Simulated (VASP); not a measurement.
Write the native input for VASP 6.6.1 that does the following.

- Task: single point
- Functional: PBEsol
- Potentials or basis: VASP PAW PBE potentials, release 64 (Cd)
- Cutoff: 520 eV
- k mesh: 12 × 12 × 12
- Occupations: fermi-dirac, width 0.1 eV
- Spin: no spin polarisation
- Dipole correction: no
- Further INCAR settings: ALGO = Normal; EDIFF = 1e-07; NBANDS = 12

The structure of Cd lies in POSCAR:

```
Cd
1.0
    3.0157497385      0.0000000000      0.0000000000
    0.0000000000      3.0157497385      0.0000000000
    0.0000000000      0.0000000000      3.0157497385
Cd
1
Direct
    0.0000000000      0.0000000000      0.0000000000
```

This isn't the form of Cd at room conditions, which is hcp.

The input as run:

INCAR

```
ALGO     = Normal         # electronic algorithm
EDIFF    = 1E-7           # SCF threshold, eV
ENCUT    = 520            # plane-wave cutoff, eV
GGA      = PS             # functional
ISIF     = 2              # what is computed and relaxed
ISMEAR   = -1             # smearing method
LASPH    = T              # aspherical terms in the spheres
LCHARG   = T              # write CHGCAR
LELF     = T              # ELF
LREAL    = F              # projectors in reciprocal space
LVHAR    = T            
LWAVE    = F              # write WAVECAR
NBANDS   = 12             # bands
NELM     = 80             # most SCF steps
PREC     = Accurate       # precision mode
SIGMA    = 0.1            # smearing width, eV
```

KPOINTS

```
k-points
0
Gamma
  12 12 12
```

Potentials or basis: VASP PAW PBE potentials, release 64 (Cd).

Command:

```sh
$ cat potpaw_PBE.64/Cd/POTCAR > POTCAR
$ mpirun -np 1 vasp_std > vasp.out
```

It gave:

* Pressure: -3.2 GPa
* Band gap on the k mesh: zero (bands 6 and 7 overlap by 6.36 eV)

Caveat: the cell stands under tension; the PAW data sets were made with another functional, which shifts forces and pressure a little.

Wall time 8 s on 1 thread of Intel(R) Xeon(R) Platinum 8488C (Sapphire Rapids) (shared host), peak memory 0.15 GiB.
